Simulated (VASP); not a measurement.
Runs of VASP 6.6.1 on C. The structure is that of space group Fd-3m (No. 227), or close to it. The cells are those of the table. 

```csv
task,potentials or basis,cell,k mesh,cutoff (eV),smearing,ions in elastic constants,second run,gap on the mesh (eV),pressure (GPa)
relaxation of cell and atoms,"VASP PAW PBE potentials, release 64 (C)","relaxed from a = 2.522 Å, angles 60.0°, 2 atoms",22 × 22 × 22,600,fermi-dirac 0.1 eV,-,-,4.03,0.0
relaxation of cell and atoms,"VASP PAW PBE potentials, release 64 (C)","relaxed to 1 GPa from a = 2.513 Å, angles 60.0°, 2 atoms",10 × 10 × 10,600,gaussian 0.01 eV,-,-,4.06,1.0
single point,"VASP PAW PBE potentials, release 64 (C_h)","a = 2.495 Å, angles 60.0°, 2 atoms",10 × 10 × 10,910,gaussian 0.01 eV,-,hard_potentials,4.11,10.0
single point,"VASP PAW PBE potentials, release 64 (C)","a = 2.495 Å, angles 60.0°, 2 atoms",10 × 10 × 10,520,gaussian 0.01 eV,-,-,4.11,11.2
single point,"VASP PAW PBE potentials, release 64 (C_h)","a = 2.506 Å, angles 60.0°, 2 atoms",10 × 10 × 10,910,gaussian 0.01 eV,-,hard_potentials,4.08,(a)
single point,"VASP PAW PBE potentials, release 64 (C)","a = 2.506 Å, angles 60.0°, 2 atoms",10 × 10 × 10,520,gaussian 0.01 eV,-,-,4.08,(b)
single point,"VASP PAW PBE potentials, release 64 (C)","a = 2.511 Å, angles 60.0°, 2 atoms",10 × 10 × 10,520,gaussian 0.01 eV,-,-,4.06,2.1
single point,"VASP PAW PBE potentials, release 64 (C_h)","a = 2.513 Å, angles 60.0°, 2 atoms",22 × 22 × 22,910,fermi-dirac 0.1 eV,-,hard_potentials,4.03,0.0
relaxation of cell and atoms,"VASP PAW PBE potentials, release 64 (C)","relaxed to 10 GPa from a = 2.513 Å, angles 60.0°, 2 atoms",10 × 10 × 10,600,gaussian 0.01 eV,-,-,4.10,10.0
```

Alike in all rows: level PBEsol; no spin polarisation.

Question: Fill in the values left out.

Answer: (a) 4.0; (b) 5.1.

Caveats: the PAW data sets were made with another functional, which shifts forces and pressure a little; the cutoff is under 1.25 times the usual one of these potentials, so pressure, stress and relaxed cells hold a basis-set (Pulay) error (some runs); the cell is relaxed towards a set pressure, so the enthalpy falls and the energy may rise (some runs).

A k mesh can miss the band edges.
